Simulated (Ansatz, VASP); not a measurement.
**Hf4F in VASP and in Ansatz**

```
CELL_PARAMETERS angstrom
3.20482 0.00000 0.00000
-1.60241 2.77545 0.00000
0.00000 0.00000 24.52815
ATOMIC_POSITIONS crystal
Hf 0.66667 0.33333 0.16308
Hf 0.33333 0.66667 0.26638
Hf 0.66667 0.33333 0.37330
Hf 0.33333 0.66667 0.47000
F 0.88889 0.11111 0.53971
```

Alike in both runs: task single point; functional PBE; k mesh 9 × 9 × 1; occupations gaussian, width 0.1 eV; no spin polarisation.

|  | VASP | Ansatz |
| --- | --- | --- |
| version | VASP 6.6.1 | Ansatz 0.2.0 |
| potentials or method | VASP PAW PBE potentials, release 64 (Hf_pv, F), cutoff 520 eV | scalar-relativistic, plane waves, PAW |
| valence electrons in the cell | 47 | 111 |

Ansatz gave:

| Property | Result |
| --- | --- |
| gap on the k mesh at the Fermi level (eV) | none |
| rms of the force components (eV/Å) | 0.950 |

Question: Which values does VASP return?

Answer: gap on the k mesh at the Fermi level (eV): none; rms of the force components (eV/Å): 0.971.

Atom by atom the forces differ by 0.026 eV/Å (rms over components). A gap of «none» marks a metal or a gap that the smearing closes. VASP's potentials hold 47 valence electrons a cell and Ansatz's 111, so a difference there can come from the potentials and not from the codes.

Neither program's run includes spin-orbit coupling.
